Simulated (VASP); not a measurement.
Crystal: TePb.

```
Pb Te
1.0
     0.00000    3.16504    3.16504
     3.16504    0.00000    3.16504
     3.16504    3.16504    0.00000
Pb Te
1 1
Direct
  0.00000 0.00000 0.00000
  0.50000 0.50000 0.50000
```

Base run:

- Program: VASP 6.6.1
- Functional: PBE
- Potentials or basis: VASP PAW PBE potentials, release 64 (Pb_d, Te)
- Cutoff: 520 eV
- k mesh: 7 × 7 × 7
- Occupations: fermi-dirac, width 0.05 eV
- Spin: no spin polarisation

Its results: pressure 5.4 GPa.

Task: The run is repeated on the same cell with these changes: dispersion from none to D4. What comes out?

Result: Pressure 3.2 GPa.

Dispersion adds attraction, which lowers the pressure at fixed volume and, as a term added to the energy, leaves the levels alone.

Caveats: spin-orbit coupling is left out, which moves the levels of the heavy elements.
